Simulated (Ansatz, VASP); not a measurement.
FePt in VASP and in Ansatz

```
CELL_PARAMETERS angstrom
2.65977 0.00000 0.00000
0.00000 2.65977 0.00000
0.00000 0.00000 3.68202
ATOMIC_POSITIONS crystal
Fe 0.00000 0.00000 0.00000
Pt 0.50000 0.50000 0.50000
```

Alike in both runs: functional LDA; k mesh 18 × 18 × 14; occupations fermi-dirac, width 0.05 eV; collinear spin.

Ansatz relaxed the structure, and its values are those at the end. VASP's run is a single point on that final structure, the one shown.

|  | VASP | Ansatz |
| --- | --- | --- |
| version | VASP 6.6.1 | Ansatz 0.2.0 |
| potentials or method | VASP PAW LDA potentials, release 64 (Fe, Pt) | PAW with Ansatz's default frozen-core files, scalar-relativistic |
| plane-wave cutoff (eV) | 520 | 420 |
| valence electrons in the cell | 18 | 34 |

VASP gave:

```
pressure (GPa)                                                : -0.2
net moment per atom (μB)                                      : 1.52
size of the moment on the site where the two differ most (μB) : 2.67
```

**Question.** Estimate Ansatz's values.

**Answer.** Pressure (GPa): 0.0; net moment per atom (μB): 1.55; size of the moment on the site where the two differ most (μB): 2.74.

LDA's correlation is that of Perdew and Zunger in VASP and of Perdew and Wang (1992) in Ansatz. Site moments also hang on the region over which each program counts them. VASP's potentials hold 18 valence electrons a cell and Ansatz's 34, so a difference there can come from the potentials and not from the codes.

Spin-orbit coupling is off throughout.
